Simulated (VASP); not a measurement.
Set up this calculation in VASP 6.6.1, as the native input.

| Quantity | Value |
| --- | --- |
| Task | single point |
| Functional | LDA |
| Potentials or basis | VASP PAW LDA potentials, release 64 (Hf_pv, S) |
| Cutoff | 520 eV |
| k mesh | 4 × 4 × 4 |
| Occupations | fermi-dirac, width 0.1 eV |
| Spin | no spin polarisation |
| Dipole correction | no |
| Further INCAR settings | ALGO = Normal; EDIFF = 1e-06; NBANDS = 45 |

The structure of HfS4 lies in POSCAR:

```
HfS4
1.0
   -3.8631610000      3.8631610000      3.4918300000
    3.8631610000     -3.8631610000      3.4918300000
    3.8631610000      3.8631610000     -3.4918300000
Hf S
2 8
Direct
    0.1250000000      0.8750000000      0.2500000000
    0.8750000000      0.1250000000      0.7500000000
    0.3540000000      0.7960000000      0.5580000000
    0.7960000000      0.7380000000      0.4420000000
    0.7380000000      0.7960000000      0.9420000000
    0.7960000000      0.3540000000      0.0580000000
    0.6460000000      0.2040000000      0.4420000000
    0.2040000000      0.6460000000      0.9420000000
    0.2620000000      0.2040000000      0.0580000000
    0.2040000000      0.2620000000      0.5580000000
```

The input as run:

INCAR

```
PREC     = Accurate       # precision mode
ENCUT    = 520            # plane-wave cutoff, eV
EDIFF    = 1E-6           # SCF threshold, eV
ISMEAR   = -1             # smearing method
SIGMA    = 0.1            # smearing width, eV
LREAL    = False          # projectors in reciprocal space
LASPH    = True           # aspherical terms in the spheres
NELM     = 100            # most SCF steps
ALGO     = Normal         # electronic algorithm
ISIF     = 2              # what is computed and relaxed
LWAVE    = False          # write WAVECAR
LCHARG   = False          # write CHGCAR
GGA      = CA             # functional
NBANDS   = 45             # bands
```

KPOINTS

```
regular mesh
0
Gamma
  4 4 4
```

Potentials or basis: VASP PAW LDA potentials, release 64 (Hf_pv, S).

The run is started by

```console
$ cat potpaw_LDA.64/Hf_pv/POTCAR potpaw_LDA.64/S/POTCAR > POTCAR
$ mpirun -np 1 vasp_std > vasp.out
```

Results of the run:

```
Pressure               : -4.5 GPa
Largest force          : 0.461 eV/Å
Band gap on the k mesh : zero (bands 34 and 35 overlap by 0.99 eV)
```

Caveat: the cell stands under tension; spin-orbit coupling is left out, which moves the levels of the heavy elements.

Run time: 59 s on 1 thread of Intel(R) Xeon(R) 6975P-C (Granite Rapids), with other jobs on the host, peak memory 0.29 GiB.
